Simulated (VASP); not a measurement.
# CdTe: single point with PBE

Slab: CdTe, a slab with vacuum.

```
Te Cd
1.0
     4.67919    0.00000    0.00000
    -2.33959    4.05230    0.00000
     0.00000    0.00000   15.95514
Te Cd
1 1
Direct
  0.00000 0.00000 0.47007
  0.33333 0.66667 0.52993
```

| Quantity | Value |
| --- | --- |
| Program | VASP 6.6.1 |
| Task | single point |
| Functional | PBE |
| Potentials or basis | VASP PAW PBE potentials, release 64 (Te, Cd) |
| Cutoff | 520 eV |
| k mesh | 9 × 9 × 1 |
| Occupations | gaussian, width 0.05 eV |
| Spin | no spin polarisation |
| Dipole correction | yes |
| Further INCAR settings | ALGO = Normal; EDIFF = 1e-06; NBANDS = 16 |

```json
{
  "Largest force": "0.707 eV/Å",
  "Band gap on the k mesh": "1.36 eV, direct"
}
```

Forces in eV/Å, atoms in the order of the input:
```
Te   0.000  0.000  0.707
Cd   0.000  0.000 -0.707
```

Levels at points of the mesh, in eV from the valence-band top:
```
           k point  band 5  band 6  band 7  band 8  band 9  band 10  band 11  band 12  band 13  band 14
(0.00, 0.00, 0.00)   -7.80   -7.79   -1.92    0.00    0.00     1.36     3.24     4.80     5.26     5.34
```

It took 50 s on 1 thread of AMD EPYC 9R45 96-Core Processor (Zen 5), with other jobs on the host, peak memory 0.38 GiB.

Caveat: spin-orbit coupling is left out, which moves the levels of the heavy elements.
